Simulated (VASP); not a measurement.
# Se (P6_3/mmc) in VASP: notebook

Runs on Se. Level: r2SCAN. Tasks: single point.

All numbers are computed with VASP 6.6.1; they aren't measurements. Logs are shortened: lines on timing, memory, paths and dates and some standing lists are left out, and cuts for length are marked.

### Step 1. The cell of the first run

It takes space group P6_3/mmc (No. 194, hexagonal). The conventional cell has a = 4.315 Å, b = 4.315 Å, c = 9.448 Å, α = 90.00°, β = 90.00°, γ = 120.00°. Within 3.4 Å of Se (site symmetry 3m) lie 3 Se at 2.57 Å.

### Step 2. Single point, r2SCAN

POSCAR

```
Se
1.0
    4.3152319164      0.0000000000      0.0000000000
   -2.1576159582      3.7371004628      0.0000000000
    0.0000000000      0.0000000000      9.4482104698
Se
4
Direct
    0.3333333333      0.6666666667      0.4668384883
    0.6666666667      0.3333333333      0.9668384883
    0.6666666667      0.3333333333      0.5331615117
    0.3333333333      0.6666666667      0.0331615117
```

INCAR.step1

```
  ALGO = Normal
  EDIFF = 1E-4
  ENCUT = 520
  GGA = PE
  ISMEAR = 0
  LASPH = True
  LCHARG = False
  LREAL = False
  LWAVE = True
  NBANDS = 20
  NELM = 100
  PREC = Accurate
  SIGMA = 0.1
```

INCAR.step2

```
  ALGO = Normal
  EDIFF = 1E-6
  ENCUT = 520
  ISIF = 2
  ISMEAR = 0
  ISTART = 1
  LASPH = True
  LCHARG = False
  LMIXTAU = True
  LREAL = False
  LWAVE = False
  METAGGA = R2SCAN
  NBANDS = 20
  NELM = 100
  PREC = Accurate
  SIGMA = 0.1
```

KPOINTS

```
k-points
0
Gamma
  12 12 6
```

Potentials or basis: VASP PAW PBE potentials, release 64 (Se).

Launch:

```console
cat potpaw_PBE.64/Se/POTCAR > POTCAR
cp INCAR.step1 INCAR
mpirun -np 1 vasp_std > vasp.out
cp INCAR.step2 INCAR
mpirun -np 1 vasp_std > vasp.out
```

OUTCAR:

```text
EDIFF = 1E-6
   ENCUT = 520
   ISIF = 2
   ISMEAR = 0
   ISTART = 1
   LASPH = True
   LREAL = False
   METAGGA = R2SCAN
   NELM = 100
   PREC = Accurate

 ion  position               nearest neighbor table
   1  0.333  0.667  0.467-   3 2.57   3 2.57   3 2.57
   2  0.667  0.333  0.967-   4 2.57   4 2.57   4 2.57
   3  0.667  0.333  0.533-   1 2.57   1 2.57   1 2.57
   4  0.333  0.667  0.033-   2 2.57   2 2.57   2 2.57

  LATTYP: Found a hexagonal cell.
 ALAT       =     4.3152319164
 C/A-ratio  =     2.1895023611

  Lattice vectors:

 A1 = (   4.3152319164,   0.0000000000,   0.0000000000)
 A2 = (  -2.1576159582,   3.7371004628,   0.0000000000)
 A3 = (   0.0000000000,   0.0000000000,   9.4482104698)

Analysis of symmetry for initial positions (statically):
=====================================================================
 Subroutine PRICEL returns:
 Original cell was already a primitive cell.

 Routine SETGRP: Setting up the symmetry group for a
 hexagonal supercell.

 Subroutine GETGRP returns: Found 24 space group operations
 (whereof 12 operations were pure point group operations)
 out of a pool of 24 trial point group operations.

The static configuration has the point symmetry D_3d.
 The point group associated with its full space group is D_6h.

Analysis of symmetry for dynamics (positions and initial velocities):
=====================================================================
 Subroutine PRICEL returns:
 Original cell was already a primitive cell.

 Routine SETGRP: Setting up the symmetry group for a
 hexagonal supercell.

 Subroutine GETGRP returns: Found 24 space group operations
 (whereof 12 operations were pure point group operations)
 out of a pool of 24 trial point group operations.

The dynamic configuration has the point symmetry D_3d.
 The point group associated with its full space group is D_6h.

 Subroutine INISYM returns: Found 24 space group operations
 (whereof 12 operations are pure point group operations),
 and found     1 'primitive' translations

----------------------------------------------------------------------------------------

                                     Primitive cell

  volume of cell :     152.3661

  direct lattice vectors                    reciprocal lattice vectors
[... 82 lines left out ...]
   PREC   = accura    normal or accurate (medium, high low for compatibility)
   ISTART =      1    job   : 0-new  1-cont  2-samecut
   ICHARG =      0    charge: 1-file 2-atom 10-const
   ISPIN  =      1    spin polarized calculation?
   LNONCOLLINEAR =      F non collinear calculations
   LSORBIT =      F    spin-orbit coupling
   LASPH  =      T    aspherical Exc in radial PAW
   ENCUT  =  520.0 eV  38.22 Ry    6.18 a.u.   8.02  8.02 17.57*2*pi/ulx,y,z
   NELM   =    100;   NELMIN=  2; NELMDL=  0     # of ELM steps
   EDIFF  = 0.1E-05   stopping-criterion for ELM
   LREAL  =      F    real-space projection
   EDIFFG = 0.1E-04   stopping-criterion for IOM
   NSW    =      0    number of steps for IOM
   IBRION =     -1    ionic relax: 0-MD 1-quasi-New 2-CG
   NFREE  =      0    steps in history (QN), initial steepest desc. (CG)
   ISIF   =      2    stress and relaxation
   ISYM   =      2    0-nonsym 1-usesym 2-fastsym
   POTIM  = 0.5000    time-step for ionic-motion
   TEBEG  =    0.0;   TEEND  =   0.0 temperature during run
   PSTRESS=    0.0 pullay stress
   NELECT =      24.0000    total number of electrons
   NUPDOWN=      -1.0000    fix difference up-down
   EMIN   =  10.00;   EMAX   =-10.00  energy-range for DOS
   EFERMI =   0.00;   METHOD = LEGACY
   ISMEAR =     0;   SIGMA  =   0.10  broadening in eV -4-tet -1-fermi 0-gaus
   EFERMI_NEDOS =   21; number of points for ismear=-14 and -15
   IALGO  =     38    algorithm
   IMIX   =      4    mixing-type and parameters
     AMIX     =   0.40;   BMIX     =  1.00
     AMIX_MAG =   1.60;   BMIX_MAG =  1.00
  volume/ion in A,a.u.               =      38.09       257.05
  Fermi-wavevector in a.u.,A,eV,Ry     =   0.884129  1.670762 10.635463  0.781685
  Thomas-Fermi vector in A             =   2.004988
   LORBIT       =      0    0 simple, 1 ext, 2 COOP (PROOUT), +10 PAW based schemes
   METAGGA = R2SCAN    functional components
   LHFCALC =     F    Hartree Fock is set to
   AEXX    =    0.0000 exact exchange contribution
   IVDW    =     0    specifies the selected vdW correction
   LEPSILON=     F    determine dielectric tensor
   LRPA    =     F    only Hartree local field effects (RPA)
 non-spin polarized calculation
 Gauss-broadening in eV      SIGMA  =   0.10
  energy-cutoff  :      520.00
  volume of cell :      152.37
 maximum number of plane-waves:      4134
   NGX = 17   NGY = 17   NGZ = 35

 number of electron      23.9999999 magnetization

 Free energy of the ion-electron system (eV)
  ---------------------------------------------------
  ext. energy  EPLUGINS =         0.00000000
  ---------------------------------------------------
  free energy    TOTEN  =       -55.56993492 eV

  energy without entropy =      -55.56529129  energy(sigma->0) =      -55.56761310

 E-fermi :   0.6966     XC(G=0):  -7.5650

 val. band max:        0.6950185293   @ k =   0.0000   0.0000   0.5000
 cond. band min:       0.7034900527   @ k =   0.0833   0.0000   0.1667
 fundamental gap:      0.0084715234
 Fermi energy:         0.6965927598

 k-point     1 :       0.0000    0.0000    0.0000
  band No.  band energies     occupation
      1     -15.5770      2.00000
      2     -15.5251      2.00000
      3      -9.9344      2.00000
      4      -9.8052      2.00000
      5      -4.0974      2.00000
      6      -4.0974      2.00000
[... 541 lines left out ...]
     19       8.2117      0.00000
     20       8.4669      0.00000

 [... further k-points ...]
[... 5 lines left out ...]
  --------------------------------------------------------------------------------------
  -------------------------------------------------------------------------------------
  Total       -0.0322379     -0.0322379      0.0033156      0.0000000      0.0000000     -0.0000000
  in kB       -0.3389911     -0.3389911      0.0348644      0.0000000      0.0000000     -0.0000000
  external PRESSURE =      -0.2143726 kB  Pullay stress =       0.0000000 kB

 VOLUME and BASIS-vectors are now :
 -----------------------------------------------------------------------------
  energy-cutoff  :      520.00
  volume of cell :      152.37
      direct lattice vectors                 reciprocal lattice vectors
     4.315231916  0.000000000  0.000000000     0.231737255  0.133793567  0.000000000
    -2.157615958  3.737100463  0.000000000     0.000000000  0.267587133  0.000000000
     0.000000000  0.000000000  9.448210470     0.000000000  0.000000000  0.105840149

 POSITION                                       TOTAL-FORCE (eV/Angst)
 -----------------------------------------------------------------------------------
     -0.00000      2.49140      4.41079        -0.000000      0.000000     -0.004393
      2.15762      1.24570      9.13489         0.000000     -0.000000     -0.004393
      2.15762      1.24570      5.03742         0.000000     -0.000000      0.004393
     -0.00000      2.49140      0.31332        -0.000000      0.000000      0.004393
 -----------------------------------------------------------------------------------
    total drift:                                0.000000     -0.000000      0.000000

  FREE ENERGIE OF THE ION-ELECTRON SYSTEM (eV)
  ---------------------------------------------------
  free  energy   TOTEN  =       -55.5699349196 eV

  energy  without entropy=      -55.5652912880  energy(sigma->0) =      -55.56761310
```

Wall time 7.1 min (1 thread of AMD EPYC 9R45 (Zen 5), shared host); peak memory 0.35 GiB.

Results:

```
Free energy            : -55.5699 eV
Pressure               : 0.0 GPa
Largest force          : 0.004 eV/Å
Band gap on the k mesh : zero (band 12 reaches 0.94 eV, above the bottom of band 13 at 0.64 eV)
```

Forces in eV/Å, atoms in the order of the input:
```
Se   0.000  0.000 -0.004
Se   0.000  0.000 -0.004
Se   0.000  0.000  0.004
Se   0.000  0.000  0.004
```

Levels at points of the mesh, in eV from the Fermi level:
| k point | band 9 | band 10 | band 11 | band 12 | band 13 | band 14 | band 15 | band 16 |
| --- | --- | --- | --- | --- | --- | --- | --- | --- |
| (0.00, 0.00, 0.00) | -3.98 | -3.23 | -0.76 | -0.05 | -0.05 | 0.05 | 0.05 | 0.22 |
| (0.50, 0.00, 0.00) | -2.61 | -2.07 | -1.93 | -1.60 | 2.15 | 2.37 | 2.49 | 2.60 |
| (0.00, 0.00, 0.50) | -3.66 | -3.66 | -0.22 | -0.22 | 0.00 | 0.00 | 0.00 | 0.00 |
| (0.50, 0.00, 0.50) | -2.36 | -2.36 | -1.77 | -1.77 | 2.34 | 2.34 | 2.49 | 2.49 |

Caveat: the PAW data sets were made with another functional, which shifts forces and pressure a little.

### Step 3. Single point, r2SCAN

This run uses another cell than the first one, of 26.83 Å³/atom, 0.704 times its volume.

POSCAR

```
Se
1.0
    4.2193493202      0.0000000000      0.0000000000
   -2.1096746601      3.6540636988      0.0000000000
    0.0000000000      0.0000000000      6.9619263783
Se
4
Direct
    0.3333333333      0.6666666667      0.4375000000
    0.6666666667      0.3333333333      0.9375000000
    0.6666666667      0.3333333333      0.5625000000
    0.3333333333      0.6666666667      0.0625000000
```

INCAR.step1

```
SYSTEM = Se
ALGO = Normal
EDIFF = 1E-4
ENCUT = 520
GGA = PE
ISMEAR = 0
LASPH = .True.
LCHARG = .False.
LREAL = .False.
LWAVE = .True.
NBANDS = 20
NELM = 100
PREC = Accurate
SIGMA = 0.1
```

INCAR.step2

```
SYSTEM = Se
ALGO = Normal
EDIFF = 1E-6
ENCUT = 520
ISIF = 2
ISMEAR = 0
ISTART = 1
LASPH = .True.
LCHARG = .True.
LELF = .True.
LMIXTAU = .True.
LREAL = .False.
LVHAR = .True.
LWAVE = .False.
METAGGA = R2SCAN
NBANDS = 20
NELM = 100
PREC = Accurate
SIGMA = 0.1
```

KPOINTS

```
k-points
0
Gamma
  6 6 4
  0 0 0
```

Potentials or basis: VASP PAW PBE potentials, release 64 (Se).

Launch:

```console
cat potpaw_PBE.64/Se/POTCAR > POTCAR
cp INCAR.step1 INCAR
mpirun -np 1 vasp_std > vasp.out
cp INCAR.step2 INCAR
mpirun -np 1 vasp_std > vasp.out
```

Wall time 87 s (1 thread of AMD EPYC 9R45 (Zen 5), shared host); peak memory 0.21 GiB.

It converged, with:

```yaml
Free_energy: -53.7282 eV
Pressure: 8.7 GPa
Largest_force: 0.851 eV/Å
Band_gap_on_the_k_mesh: zero (band 12 reaches 4.01 eV, above the bottom of band 13 at 2.37 eV)
```

Forces in eV/Å, atoms in the order of the input:
```
Se   0.000  0.000  0.851
Se   0.000  0.000  0.851
Se   0.000  0.000 -0.851
Se   0.000  0.000 -0.851
```

Stress tensor (GPa, compression positive):
```
 6.98  0.00  0.00
 0.00  6.98  0.00
 0.00  0.00 12.03
```

Levels at points of the mesh, in eV from the Fermi level:
```tsv
k point	band 8	band 9	band 10	band 11	band 12	band 13	band 14	band 15	band 16	band 17
(0.00, 0.00, 0.00)	-4.25	-4.23	-4.23	-1.13	-1.13	-1.01	0.44	0.44	2.62	4.70
(0.50, 0.00, 0.00)	-5.17	-3.51	-2.68	-0.34	0.30	0.34	0.36	2.89	3.61	5.79
(0.00, 0.00, 0.50)	-4.76	-4.32	-4.32	-0.33	-0.33	-0.33	-0.33	0.12	0.12	6.10
(0.50, 0.00, 0.50)	-5.70	-3.58	-3.58	-0.78	-0.78	1.57	1.57	2.40	2.40	6.56
```

Caveat: the PAW data sets were made with another functional, which shifts forces and pressure a little.

### Step 4. Single point, r2SCAN

This run uses another cell than the first one, of 36.17 Å³/atom, 0.949 times its volume.

POSCAR

```
Se
1.0
    4.2856990906      0.0000000000      0.0000000000
   -2.1428495453      3.7115242854      0.0000000000
    0.0000000000      0.0000000000      9.0948349540
Se
4
Direct
    0.3333333333      0.6666666667      0.4638277862
    0.6666666667      0.3333333333      0.9638277862
    0.6666666667      0.3333333333      0.5361722138
    0.3333333333      0.6666666667      0.0361722138
```

INCAR.step1

```
PREC = Accurate
ENCUT = 520
ISMEAR = 0
SIGMA = 0.1
LREAL = False
LASPH = True
NELM = 100
NBANDS = 20
GGA = PE
ALGO = Normal
EDIFF = 1E-4
LWAVE = True
LCHARG = False
```

INCAR.step2

```
PREC = Accurate
ENCUT = 520
EDIFF = 1E-7
ISMEAR = 0
SIGMA = 0.1
LREAL = False
LASPH = True
NELM = 100
ALGO = Normal
ISIF = 2
LWAVE = False
LCHARG = False
METAGGA = R2SCAN
LMIXTAU = True
NBANDS = 20
ISTART = 1
```

KPOINTS

```
regular mesh
0
Gamma
  6 6 4
```

Launch:

```console
cat potpaw_PBE.64/Se/POTCAR > POTCAR
cp INCAR.step1 INCAR
mpirun -np 1 vasp_std > vasp.out
cp INCAR.step2 INCAR
mpirun -np 1 vasp_std > vasp.out
```

Run time: 2.6 min. Hardware: 1 thread of AMD EPYC 9R45 (Zen 5), shared host; peak memory 0.26 GiB.

Results (log left out):

```
Free energy            : -55.5680 eV
Pressure               : 0.1 GPa
Largest force          : 0.004 eV/Å
Band gap on the k mesh : zero (band 12 reaches 1.35 eV, above the bottom of band 13 at 0.94 eV)
```

Forces in eV/Å, atoms in the order of the input:
```
Se   0.000  0.000 -0.004
Se   0.000  0.000 -0.004
Se   0.000  0.000  0.004
Se   0.000  0.000  0.004
```

Stress tensor (GPa, compression positive):
```
-0.02  0.00  0.00
 0.00 -0.02  0.00
 0.00  0.00  0.38
```

Levels at points of the mesh, in eV from the Fermi level:
```tsv
k point	band 9	band 10	band 11	band 12	band 13	band 14	band 15	band 16
(0.00, 0.00, 0.00)	-4.17	-3.22	-1.10	-0.18	-0.18	-0.03	-0.03	0.20
(0.50, 0.00, 0.00)	-2.93	-2.18	-2.01	-1.58	2.04	2.20	2.53	2.54
(0.00, 0.00, 0.50)	-3.78	-3.78	-0.37	-0.37	-0.10	-0.10	-0.10	-0.10
(0.50, 0.00, 0.50)	-2.58	-2.58	-1.80	-1.80	2.32	2.32	2.37	2.37
```

Caveat: the PAW data sets were made with another functional, which shifts forces and pressure a little.

### Step 5. Summary

| cell | k mesh | gap on the mesh (eV) | pressure (GPa) |
| --- | --- | --- | --- |
| a = 4.315, b = 4.315, c = 9.448 Å, angles 90.0, 90.0, 120.0°, 4 atoms | 12 × 12 × 6 | none | 0.0 |
| a = 4.219, b = 4.219, c = 6.962 Å, angles 90.0, 90.0, 120.0°, 4 atoms | 6 × 6 × 4 | none | 8.7 |
| a = 4.286, b = 4.286, c = 9.095 Å, angles 90.0, 90.0, 120.0°, 4 atoms | 6 × 6 × 4 | none | 0.1 |

Alike in all rows: task single point; level r2SCAN; potentials or basis VASP PAW PBE potentials, release 64 (Se); no spin polarisation; cutoff (eV) 520; smearing gaussian 0.1 eV.

Caveats: the PAW data sets were made with another functional, which shifts forces and pressure a little.

Absolute energies hang on the potentials; compare differences alone.
